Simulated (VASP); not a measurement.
A run of VASP 6.6.1:

File INCAR:

```
PREC = Accurate ; ENCUT = 520
EDIFF = 1E-6 ; ISMEAR = 0
SIGMA = 0.15 ; LREAL = F
LASPH = T ; NELM = 60
ALGO = Normal ; ISIF = 2
LWAVE = F ; LCHARG = F
GGA = CA ; NBANDS = 50
```

File KPOINTS:

```
regular mesh
0
Gamma
  9 9 8
```

POSCAR

```
Ta2N
1.0
    5.2288597096      0.0000000000      0.0000000000
   -2.6144298548      4.5283253413      0.0000000000
    0.0000000000      0.0000000000      4.8835331142
Ta N
6 3
Direct
    0.6788818548      0.6788818548      0.7526041962
    0.0000000000      0.3211181452      0.7526041962
    0.3211181452      0.0000000000      0.7526041962
    0.3211181452      0.3211181452      0.2473958038
    0.0000000000      0.6788818548      0.2473958038
    0.6788818548      0.0000000000      0.2473958038
    0.6666666667      0.3333333333      0.5000000000
    0.3333333333      0.6666666667      0.5000000000
    0.0000000000      0.0000000000      0.0000000000
```

Potentials or basis: VASP PAW LDA potentials, release 64 (Ta_pv, N).

Run with:

```sh
$ cat potpaw_LDA.64/Ta_pv/POTCAR potpaw_LDA.64/N/POTCAR > POTCAR
$ mpirun -np 1 vasp_std > vasp.out
```

Hardware: 1 thread of Intel(R) Xeon(R) 6975P-C (Granite Rapids) (shared host).

Q: How long does it take, and how much memory?

A: It took 3 min on 1 thread of Intel(R) Xeon(R) 6975P-C (Granite Rapids), on a shared host, peak memory 0.43 GiB. Counts: scf iterations 14, k points 81.
